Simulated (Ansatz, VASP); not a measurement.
One calculation of TiSi, two programs

```
CELL_PARAMETERS angstrom
1.78688 -2.08346 0.00000
1.78688 2.08346 0.00000
0.00000 0.00000 3.92970
ATOMIC_POSITIONS crystal
Ti 0.50000 0.50000 0.00000
Si 0.00000 0.00000 0.50000
```

Alike in both runs: task single point; functional r2SCAN; k mesh 20 × 20 × 14; occupations gaussian, width 0.15 eV; no spin polarisation.

|  | VASP | Ansatz |
| --- | --- | --- |
| version | VASP 6.6.1 | Ansatz 0.2.0 |
| potentials or method | VASP PAW PBE potentials, release 64 (Ti_sv, Si), cutoff 520 eV | scalar-relativistic, plane waves, PAW |
| valence electrons in the cell | 16 | 16 |

|  | VASP | Ansatz | Ansatz less VASP |
| --- | --- | --- | --- |
| gap on the k mesh at the Fermi level (eV) | none | none | - |
| pressure (GPa) | -2.3 | -2.7 | -0.37 |
| traceless stress, the component that is largest in VASP (GPa) | -3.91 | -3.87 | +0.044 |

VASP's potentials were made for PBE, not for r2SCAN. A gap of «none» marks a metal or a gap that the smearing closes. The functional is the same, so the differences come from potentials, cutoffs and numerics.
